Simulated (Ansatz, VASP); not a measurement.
# Ti in VASP and in Ansatz

INCAR

```
PREC = Accurate
ENCUT = 520
EDIFF = 1E-6
ISMEAR = 0
SIGMA = 0.15
LREAL = False
LASPH = True
NELM = 80
ALGO = Fast
ISIF = 2
LWAVE = False
LCHARG = True
GGA = PS
LELF = True
LVHAR = True
NBANDS = 19
```

File KPOINTS:

```
Automatic mesh
0
Gamma
  18 18 18
```

POSCAR

```
Ti
1.0
    0.0000000000     -3.2102321259      0.0000000000
   -3.2102321259      0.0000000000      0.0000000000
    0.0000000000      0.0000000000     -3.2102321259
Ti
2
Direct
    0.5000000000      0.5000000000      0.4922124012
    0.0000000000      0.0000000000      0.0077875988
```

Input for Ansatz:

```yaml
crystal:
  lattice:
    - [0.0, -3.2102321259, 0.0]
    - [-3.2102321259, 0.0, 0.0]
    - [0.0, 0.0, -3.2102321259]
  atoms:
    - { symbol: Ti, position: [0.5, 0.5, 0.4922124012] }
    - { symbol: Ti, position: [0.0, 0.0, 0.0077875988] }
basis:
  ecutwfc: 420
kpoints:
  mp_grid: { grid: [18, 18, 18] }
hamiltonian:
  xc: pbesol
scf:
  occupations: { method: gaussian, width: 0.15 }
output:
  forces: true
  stress: true
  eigenvalues: true
```

Change from the starting cell: mode 4 (225.9 1/cm) frozen in, largest displacement +0.025 Å.

Alike in both runs: task single point; functional PBEsol; k mesh 18 × 18 × 18; occupations gaussian, width 0.15 eV; no spin polarisation.

```csv
,VASP,Ansatz
version,VASP 6.6.1,Ansatz 0.2.0
potentials or method,"VASP PAW PBE potentials, release 64 (Ti_sv), cutoff 520 eV","scalar-relativistic, plane waves, PAW"
valence electrons in the cell,24,24
```

```tsv
	VASP	Ansatz	Ansatz less VASP
gap on the k mesh at the Fermi level (eV)	none	none	-
pressure (GPa)	-0.2	0.1	+0.35
rms of the force components (eV/Å)	0.131	0.131	+0.0003
```

VASP's potentials were made for PBE, not for PBEsol. Atom by atom the forces differ by 0.000 eV/Å (rms over components). A gap of «none» marks a metal or a gap that the smearing closes. With one functional, cell and mesh, what is left measures potentials, basis and numerics.
